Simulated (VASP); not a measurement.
# SiBr7 (R-3m) in VASP: single point with PBE

Aim: the single point of SiBr7 with PBE.

All numbers are computed with VASP 6.6.1; they aren't measurements. Logs are shortened: lines on timing, memory, paths and dates and some standing lists are left out, and cuts for length are marked.

## 1. The cell of the first run

It takes space group R-3m (No. 166, trigonal). Conventional cell: a = 8.983 Å, b = 8.983 Å, c = 11.002 Å, α = 90.00°, β = 90.00°, γ = 120.00°. Si (site symmetry -3m) has 12 Br at 3.41 Å within 4.5 Å. Br (site symmetry 2) has 4 Br at 2.49 to 3.25 Å and 2 Si at 3.41 Å within 3.5 Å. Within 4.3 Å of Br (site symmetry -3m) lie 6 Br at 3.25 Å.

The cell was generated, and may not be a known phase.

## 2. Single point, PBE

Input file INCAR:

```
PREC = Accurate
ENCUT = 520
EDIFF = 1E-6
ISMEAR = 0
SIGMA = 0.1
LREAL = F
LASPH = T
NELM = 80
ALGO = Fast
ISIF = 2
LWAVE = F
LCHARG = F
GGA = PE
NBANDS = 36
```

Input file KPOINTS:

```
Automatic mesh
0
Gamma
  6 6 6
```

Input file POSCAR:

```
SiBr7
1.0
    4.4916033587      2.5932284083      3.6674784777
   -4.4916033587      2.5932284083      3.6674784777
    0.0000000000     -5.1864568165      3.6674784777
Si Br
1 7
Direct
    0.0000000000      0.0000000000      0.0000000000
    0.8613600166      0.1386399834      0.5000000000
    0.5000000000      0.8613600166      0.1386399834
    0.1386399834      0.5000000000      0.8613600166
    0.1386399834      0.8613600166      0.5000000000
    0.5000000000      0.1386399834      0.8613600166
    0.8613600166      0.5000000000      0.1386399834
    0.5000000000      0.5000000000      0.5000000000
```

Potentials or basis: VASP PAW PBE potentials, release 64 (Si, Br).

The run is started by

```console
$ cat potpaw_PBE.64/Si/POTCAR potpaw_PBE.64/Br/POTCAR > POTCAR
$ mpirun -np 1 vasp_std > vasp.out
```

OUTCAR:

```text
PREC = Accurate
   ENCUT = 520
   EDIFF = 1E-6
   ISMEAR = 0
   LREAL = F
   LASPH = T
   NELM = 80
   ISIF = 2
   GGA = PE

 ion  position               nearest neighbor table
   1  0.000  0.000  0.000-
   2  0.861  0.139  0.500-   5 2.49
   3  0.500  0.861  0.139-   6 2.49
   4  0.139  0.500  0.861-   7 2.49
   5  0.139  0.861  0.500-   2 2.49
   6  0.500  0.139  0.861-   3 2.49
   7  0.861  0.500  0.139-   4 2.49
   8  0.500  0.500  0.500-

  LATTYP: Found a trigonal (rhomboedric) cell.
 ALAT       =     6.3521439447
 COS(alpha) =     0.0000181223

  Lattice vectors:

 A1 = (   4.4916033587,   2.5932284083,   3.6674784777)
 A2 = (  -4.4916033587,   2.5932284083,   3.6674784777)
 A3 = (   0.0000000000,  -5.1864568165,   3.6674784777)

Analysis of symmetry for initial positions (statically):
=====================================================================
 Subroutine PRICEL returns:
 Original cell was already a primitive cell.

 Routine SETGRP: Setting up the symmetry group for a
 trigonal (rhombohedral) supercell.

 Subroutine GETGRP returns: Found 12 space group operations
 (whereof 12 operations were pure point group operations)
 out of a pool of 12 trial point group operations.

The static configuration has the point symmetry D_3d.

Analysis of symmetry for dynamics (positions and initial velocities):
=====================================================================
 Subroutine PRICEL returns:
 Original cell was already a primitive cell.

 Routine SETGRP: Setting up the symmetry group for a
 trigonal (rhombohedral) supercell.

 Subroutine GETGRP returns: Found 12 space group operations
 (whereof 12 operations were pure point group operations)
 out of a pool of 12 trial point group operations.

The dynamic configuration has the point symmetry D_3d.

 Subroutine INISYM returns: Found 12 space group operations
 (whereof 12 operations are pure point group operations),
 and found     1 'primitive' translations

----------------------------------------------------------------------------------------

                                     Primitive cell

  volume of cell :     256.3073

  direct lattice vectors                    reciprocal lattice vectors
[... 101 lines left out ...]
   EDIFFG = 0.1E-04   stopping-criterion for IOM
   NSW    =      0    number of steps for IOM
   IBRION =     -1    ionic relax: 0-MD 1-quasi-New 2-CG
   NFREE  =      0    steps in history (QN), initial steepest desc. (CG)
   ISIF   =      2    stress and relaxation
   ISYM   =      2    0-nonsym 1-usesym 2-fastsym
   POTIM  = 0.5000    time-step for ionic-motion
   TEBEG  =    0.0;   TEEND  =   0.0 temperature during run
   PSTRESS=    0.0 pullay stress
   NELECT =      53.0000    total number of electrons
   NUPDOWN=      -1.0000    fix difference up-down
   EMIN   =  10.00;   EMAX   =-10.00  energy-range for DOS
   EFERMI =   0.00;   METHOD = LEGACY
   ISMEAR =     0;   SIGMA  =   0.10  broadening in eV -4-tet -1-fermi 0-gaus
   EFERMI_NEDOS =   21; number of points for ismear=-14 and -15
   IALGO  =     68    algorithm
   IMIX   =      4    mixing-type and parameters
     AMIX     =   0.40;   BMIX     =  1.00
     AMIX_MAG =   1.60;   BMIX_MAG =  1.00
  volume/ion in A,a.u.               =      32.04       216.21
  Fermi-wavevector in a.u.,A,eV,Ry     =   0.968084  1.829414 12.751203  0.937187
  Thomas-Fermi vector in A             =   2.098024
   LORBIT       =      0    0 simple, 1 ext, 2 COOP (PROOUT), +10 PAW based schemes
   GGA     = PE    functional components
   LHFCALC =     F    Hartree Fock is set to
   AEXX    =    0.0000 exact exchange contribution
   IVDW    =     0    specifies the selected vdW correction
   LEPSILON=     F    determine dielectric tensor
   LRPA    =     F    only Hartree local field effects (RPA)
 non-spin polarized calculation
 RMM-DIIS sequential band-by-band and
 Gauss-broadening in eV      SIGMA  =   0.10
  energy-cutoff  :      520.00
  volume of cell :      256.31
 maximum number of plane-waves:      6931
   NGX = 23   NGY = 23   NGZ = 23

 number of electron      52.9999996 magnetization

 Free energy of the ion-electron system (eV)
  ---------------------------------------------------
  ext. energy  EPLUGINS =         0.00000000
  ---------------------------------------------------
  free energy    TOTEN  =       -13.73966189 eV

  energy without entropy =      -13.71978720  energy(sigma->0) =      -13.72972454

 E-fermi :   1.1786     XC(G=0):  -8.1065

 val. band max:        1.1708793054   @ k =   0.5000   0.1667   0.1667
 cond. band min:       1.1926311735   @ k =   0.5000   0.3333   0.3333
 fundamental gap:      0.0217518681
 Fermi energy:         1.1786472869

 k-point     1 :       0.0000    0.0000    0.0000
  band No.  band energies     occupation
      1     -15.0431      2.00000
      2     -14.4828      2.00000
      3     -14.4828      2.00000
      4     -12.9671      2.00000
      5     -12.9671      2.00000
      6     -12.7473      2.00000
[... 925 lines left out ...]
     35       7.8570      0.00000
     36       8.1053      0.00000

 [... further k-points ...]

------------------------ aborting loop because EDIFF is reached ----------------------------------------

  FORCE on cell =-STRESS in cart. coord.  units (eV):
  Direction    XX          YY          ZZ          XY          YZ          ZX
  --------------------------------------------------------------------------------------
  -------------------------------------------------------------------------------------
  Total       -0.0312388     -0.0312388     -0.0263812      0.0000000     -0.0000000      0.0000000
  in kB       -0.1952735     -0.1952735     -0.1649090      0.0000000     -0.0000000      0.0000000
  external PRESSURE =      -0.1851520 kB  Pullay stress =       0.0000000 kB

 VOLUME and BASIS-vectors are now :
 -----------------------------------------------------------------------------
  energy-cutoff  :      520.00
  volume of cell :      256.31
      direct lattice vectors                 reciprocal lattice vectors
     4.491603359  2.593228408  3.667478478     0.111318823  0.064269953  0.090888968
    -4.491603359  2.593228408  3.667478478    -0.111318823  0.064269953  0.090888968
     0.000000000 -5.186456816  3.667478478     0.000000000 -0.128539905  0.090888968

 POSITION                                       TOTAL-FORCE (eV/Angst)
 -----------------------------------------------------------------------------------
      0.00000      0.00000      0.00000         0.000000     -0.000000      0.000000
      3.24617      0.00000      5.50122         0.003690     -0.000000     -0.000000
     -1.62309      2.81127      5.50122        -0.001845      0.003196      0.000000
     -1.62309     -2.81127      5.50122        -0.001845     -0.003196      0.000000
     -3.24617      0.00000      5.50122        -0.003690     -0.000000      0.000000
      1.62309     -2.81127      5.50122         0.001845     -0.003196      0.000000
      1.62309      2.81127      5.50122         0.001845      0.003196      0.000000
      0.00000      0.00000      5.50122         0.000000     -0.000000      0.000000
 -----------------------------------------------------------------------------------
    total drift:                               -0.000000     -0.000000      0.000000

  FREE ENERGIE OF THE ION-ELECTRON SYSTEM (eV)
  ---------------------------------------------------
  free  energy   TOTEN  =       -13.7396618851 eV

  energy  without entropy=      -13.7197871989  energy(sigma->0) =      -13.72972454
```

OSZICAR:

```text
N       E                     dE             d eps       ncg     rms          rms(c)
DAV:   1     0.349330874110E+03    0.34933E+03   -0.21107E+04  2304   0.120E+03
DAV:   2     0.185255526402E+02   -0.33081E+03   -0.32083E+03  3232   0.208E+02
DAV:   3    -0.149411693913E+02   -0.33467E+02   -0.33175E+02  2652   0.741E+01
DAV:   4    -0.154317915634E+02   -0.49062E+00   -0.48951E+00  2576   0.107E+01
[... 17 lines left out ...]
RMM:  22    -0.137396873500E+02    0.41370E-04   -0.67340E-05  2695   0.332E-02    0.292E-02
RMM:  23    -0.137396727622E+02    0.14588E-04   -0.15591E-05  2415   0.142E-02    0.185E-02
RMM:  24    -0.137396642046E+02    0.85576E-05   -0.81072E-06  2226   0.916E-03    0.909E-03
RMM:  25    -0.137396625321E+02    0.16725E-05   -0.19986E-06  1800   0.478E-03    0.649E-03
RMM:  26    -0.137396618851E+02    0.64705E-06   -0.74804E-07  1514   0.285E-03
   1 F= -.13739662E+02 E0= -.13729725E+02  d E =-.198747E-01
```

stdout:

```text
POSCAR found type information on POSCAR SiBr
 POSCAR found :  2 types and       8 ions
 scaLAPACK will be used
 LDA part: xc-table for (Slater+PW92), standard interpolation
 POSCAR, INCAR and KPOINTS ok, starting setup
 FFT: planning ... GRIDC
 FFT: planning ... GRID_SOFT
 FFT: planning ... GRID
 WAVECAR not read
 entering main loop
```

Wall time 5.3 min (1 thread of Oxide Virtual Turin-like, shared host); peak memory 0.42 GiB.

Results:

```yaml
Free_energy: -13.7397 eV
Pressure: 0.0 GPa
Largest_force: 0.004 eV/Å
Band_gap_on_the_k_mesh: zero (an odd number of electrons rules out a gap without spin polarisation)
```

Forces on the atoms (eV/Å):
```
Si   0.000  0.000  0.000
Br   0.004  0.000  0.000
Br  -0.002  0.003  0.000
Br  -0.002 -0.003  0.000
Br  -0.004  0.000  0.000
Br   0.002 -0.003  0.000
Br   0.002  0.003  0.000
Br   0.000  0.000  0.000
```

Levels at points of the mesh, in eV from the Fermi level:
| k point | band 24 | band 25 | band 26 | band 27 | band 28 | band 29 |
| --- | --- | --- | --- | --- | --- | --- |
| (0.00, 0.00, 0.00) | -1.60 | -0.47 | -0.03 | 0.97 | 0.97 | 0.98 |
| (0.50, 0.00, 0.00) | -1.23 | -1.13 | -0.84 | -0.29 | -0.04 | 0.51 |
| (0.50, 0.50, 0.00) | -1.13 | -1.12 | -0.97 | -0.14 | 0.24 | 0.30 |
| (0.50, 0.50, 0.50) | -1.52 | -1.39 | -0.24 | -0.14 | 0.71 | 0.71 |

Caveat: an odd number of electrons without spin polarisation forces a metal; a magnetic or distorted state may lie lower.

The gap in the log of VASP goes by the Fermi energy; the results here count the filled bands.